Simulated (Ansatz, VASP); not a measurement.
**GaAs: VASP beside Ansatz**

File POSCAR:

```
GaAs
1.0
    2.7332777921      2.7332777921      0.0000000000
   -2.7332777921      2.7332777921      0.0000000000
    0.0000000000      2.7332777921      2.7332777921
Ga As
1 1
Direct
    0.0000000000      0.0000000000      0.0000000000
    0.7500000000      0.2500000000      0.5000000000
```

Contents of INCAR.step1:

```
SYSTEM = GaAs
PREC = Accurate
ENCUT = 520
ISMEAR = 0
SIGMA = 0.01
LREAL = .False.
LASPH = .True.
NELM = 60
NBANDS = 16
GGA = PE
ALGO = Normal
EDIFF = 1E-4
LWAVE = .True.
LCHARG = .False.
```

INCAR.step2

```
SYSTEM = GaAs
PREC = Accurate
ENCUT = 520
EDIFF = 1E-6
ISMEAR = 0
SIGMA = 0.01
LREAL = .False.
LASPH = .True.
NELM = 60
ALGO = Normal
ISIF = 2
LWAVE = .False.
LCHARG = .True.
METAGGA = R2SCAN
LMIXTAU = .True.
LELF = .True.
LVHAR = .True.
NBANDS = 16
ISTART = 1
```

Contents of KPOINTS:

```
regular mesh
0
Gamma
  8 8 8
  0 0 0
```

Input for Ansatz:

```yaml
crystal:
  lattice:
    - [2.7332777921, 2.7332777921, 0.0]
    - [-2.7332777921, 2.7332777921, 0.0]
    - [0.0, 2.7332777921, 2.7332777921]
  atoms:
    - { symbol: Ga, position: [0.0, 0.0, 0.0] }
    - { symbol: As, position: [0.75, 0.25, 0.5] }
kpoints:
  mp_grid: { grid: [8, 8, 8] }
scf:
  occupations: { method: fixed }
  convergence: { dr2_threshold: 1.0e-10 }
hamiltonian:
  xc: r2scan
  pseudopotentials: { kind: paw }
output:
  forces: true
  stress: true
  eigenstates:
    kpoints:
      - [0.0, 0.0, 0.0]
      - [0.5, 0.0, 0.0]
      - [0.0, 0.5, 0.5]
      - [0.0, -0.5, 0.0]
      - [0.5, 0.0, 0.5]
      - [0.424193978, -0.424193978, 0.0]
      - [0.424193978, 0.424193978, 0.424193978]
      - [0.0, 0.0, 0.424193978]
      - [-0.5, -0.5, -0.5]
      - [-0.5, 0.5, 0.0]
      - [0.0, 0.0, -0.5]
  eigenvalues: true
```

Alike in both runs: task single point; functional r2SCAN; k mesh 8 × 8 × 8; no spin polarisation.

```csv
,VASP,Ansatz
version,VASP 6.6.1,Ansatz 0.2.0
potentials or method,"VASP PAW PBE potentials, release 64 (Ga_d, As)","PAW with Ansatz's default frozen-core files, scalar-relativistic"
plane-wave cutoff (eV),520,500
occupations,"gaussian, width 0.01 eV",fixed
valence electrons in the cell,18,28
```

VASP gave:

| Item | Value |
| --- | --- |
| gap on the k mesh at the Fermi level (eV) | 1.55 |
| pressure (GPa) | 10.1 |

**Question.** Which values does Ansatz return?

**Answer.** gap on the k mesh at the Fermi level (eV): 1.56; pressure (GPa): 10.0.

VASP's potentials were made for PBE, not for r2SCAN. VASP's potentials hold 18 valence electrons a cell and Ansatz's 28, so a difference there can come from the potentials and not from the codes.
